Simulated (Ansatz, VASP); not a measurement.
**TiC in VASP and in Ansatz**

Contents of INCAR:

```
PREC = Accurate
ENCUT = 520
EDIFF = 1E-7
ISMEAR = 0
SIGMA = 0.15
LREAL = F
LASPH = T
NELM = 80
ALGO = Normal
ISIF = 2
LWAVE = F
LCHARG = F
GGA = PS
NBANDS = 15
```

KPOINTS

```
regular mesh
0
Gamma
  18 18 18
```

Contents of POSCAR:

```
TiC
1.0
    0.0000000000      2.1640000000      2.1640000000
    2.1640000000      0.0000000000      2.1640000000
    2.1640000000      2.1640000000      0.0000000000
Ti C
1 1
Direct
   -0.0519870610     -0.0519870610      0.0519870610
    0.5000000000      0.5000000000      0.5000000000
```

Input for Ansatz:

```yaml
crystal:
  lattice:
    - [0.0, 2.164, 2.164]
    - [2.164, 0.0, 2.164]
    - [2.164, 2.164, 0.0]
  atoms:
    - { symbol: Ti, position: [-0.051987061, -0.051987061, 0.051987061] }
    - { symbol: C, position: [0.5, 0.5, 0.5] }
basis:
  ecutwfc: 420
kpoints:
  mp_grid: { grid: [18, 18, 18] }
hamiltonian:
  xc: pbesol
scf:
  occupations: { method: gaussian, width: 0.15 }
output:
  forces: true
  stress: true
  eigenvalues: true
  write_density: true
  write_potential: true
  elf: true
  volumetric_format: npy
```

Change from the starting cell: all Ti atoms moved +0.225 Å, as atom 1 towards its neighbour atom 2 (C) at 2.164 Å.

Alike in both runs: task single point; functional PBEsol; k mesh 18 × 18 × 18; occupations gaussian, width 0.15 eV; no spin polarisation.

```csv
,VASP,Ansatz
version,VASP 6.6.1,Ansatz 0.2.0
potentials or method,"VASP PAW PBE potentials, release 64 (Ti_sv, C), cutoff 520 eV","scalar-relativistic, plane waves, PAW"
valence electrons in the cell,16,16
```

|  | VASP | Ansatz | Ansatz less VASP |
| --- | --- | --- | --- |
| gap on the k mesh at the Fermi level (eV) | none | none | - |
| pressure (GPa) | 0.4 | 0.1 | -0.27 |
| traceless stress, the component that is largest in VASP (GPa) | 11.02 | 10.92 | -0.100 |
| rms of the force components (eV/Å) | 1.342 | 1.335 | -0.0069 |

VASP's potentials were made for PBE, not for PBEsol. Atom by atom the forces differ by 0.007 eV/Å (rms over components). A gap of «none» marks a metal or a gap that the smearing closes.
